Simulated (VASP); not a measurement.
Write the native input for VASP 6.6.1 that does the following.

```yaml
Task: single point
Functional: PBEsol
Potentials_or_basis: VASP PAW PBE potentials, release 64 (Be, S)
Cutoff: 520 eV
k_mesh: 10 × 10 × 10
Occupations: gaussian, width 0.05 eV
Spin: no spin polarisation
Dipole_correction: no
Further_INCAR_settings: ALGO = Normal; EDIFF = 1e-07; NBANDS = 11
```

The structure of BeS lies in POSCAR:

```
BeS
1.0
    0.0000000000      2.3542745912      2.5101552310
    2.5101552310      0.0000000000      2.5101552310
    2.5101552310      2.3542745912      0.0000000000
Be S
1 1
Direct
    0.0000000000      0.0000000000      0.0000000000
    0.7500000000      0.7500000000      0.7500000000
```

One way to write it, as run:

INCAR

```
PREC = Accurate
ENCUT = 520
EDIFF = 1E-7
ISMEAR = 0
SIGMA = 0.05
LREAL = False
LASPH = True
NELM = 80
ALGO = Normal
ISIF = 2
LWAVE = False
LCHARG = False
GGA = PS
NBANDS = 11
```

KPOINTS

```
regular mesh
0
Gamma
  10 10 10
```

Potentials or basis: VASP PAW PBE potentials, release 64 (Be, S).

Command:

```bash
$ cat potpaw_PBE.64/Be/POTCAR potpaw_PBE.64/S/POTCAR > POTCAR
$ mpirun -np 1 vasp_std > vasp.out
```

It gave:

```json
{"Pressure": "-4.1 GPa", "Band gap on the k mesh": "2.53 eV (least direct gap 5.17 eV)"}
```

Caveat: the cell stands under tension; the PAW data sets were made with another functional, which shifts forces and pressure a little.

Run time: 110 s on 1 thread of Intel Xeon 8259CL (shared host), peak memory 0.17 GiB.
